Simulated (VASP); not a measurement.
NiO, 4 atoms in the cell. It takes space group Fm-3m (No. 225, cubic). The conventional cell has a = 4.183 Å, b = 4.183 Å, c = 4.183 Å, α = 90.00°, β = 90.00°, γ = 90.00°. Ni (site symmetry m-3m) has 6 O at 2.09 Å within 2.8 Å. Within 2.8 Å of O (site symmetry m-3m) lie 6 Ni at 2.09 Å. 

| Item | Value |
| --- | --- |
| Program | VASP 6.6.1 |
| Task | single point |
| Functional | PBEsol |
| Potentials or basis | VASP PAW PBE potentials, release 64 (Ni, O) |
| Cutoff | 520 eV |
| k mesh | 8 × 8 × 8 |
| Occupations | gaussian, width 0.05 eV |
| Spin | collinear spin, antiferromagnetic start |
| Starting moments | [1.57, -1.57, -0.11, 0.11] μB |
| Hubbard terms | Ni d U = 1.0 eV |
| Dipole correction | no |
| Further INCAR settings | ALGO = Normal; EDIFF = 1e-06; NBANDS = 28 |

Potentials or basis: VASP PAW PBE potentials, release 64 (Ni, O).

Command:

```console
$ cat potpaw_PBE.64/Ni/POTCAR potpaw_PBE.64/O/POTCAR > POTCAR
$ mpirun -np 1 vasp_std > vasp.out
```

Hardware: 1 thread of Intel Xeon 8259CL (shared host).

**Question.** How long does it take, and how much memory?

**Answer.** Run time: 6.9 min on 1 thread of Intel Xeon 8259CL (shared host), peak memory 0.31 GiB. Counts: scf iterations 15, k points 75.
